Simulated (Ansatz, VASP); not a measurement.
# Two plane-wave programs on P

```
CELL_PARAMETERS angstrom
1.72573 0.99635 3.12968
-1.72573 0.99635 3.12968
0.00000 -1.99270 3.12968
ATOMIC_POSITIONS crystal
P 0.74925 0.73796 0.78353
P 0.22005 0.23859 0.21535
```

Change from the starting cell: atoms moved at random, drawn with an rms of 0.15 Å.

Alike in both runs: functional revPBE; k mesh 7 × 7 × 7; occupations gaussian, width 0.02 eV; collinear spin.

|  | VASP | Ansatz |
| --- | --- | --- |
| version | VASP 6.6.1 | Ansatz 0.2.0 |
| potentials or method | VASP PAW PBE potentials, release 64 (P) | Ansatz PAW |
| plane-wave cutoff (eV) | 520 | 420 |
| valence electrons in the cell | 10 | 10 |
| task | single point | electron localisation function |

VASP gave:

| Quantity | Value |
| --- | --- |
| gap on the k mesh at the Fermi level (eV) | none |
| pressure (GPa) | -1.2 |
| traceless stress, the component that is largest in VASP (GPa) | -4.16 |
| rms of the force components (eV/Å) | 0.420 |
| net moment per atom (μB) | 0.00 |

Task: What did Ansatz give for the same quantities?

Result: gap on the k mesh at the Fermi level (eV): none; pressure (GPa): -0.7; traceless stress, the component that is largest in VASP (GPa): -4.22; rms of the force components (eV/Å): 0.395; net moment per atom (μB): 0.00.

VASP's potentials were made for PBE, not for revPBE. Atom by atom the forces differ by 0.031 eV/Å (rms over components). A gap of «none» marks a metal or a gap that the smearing closes.
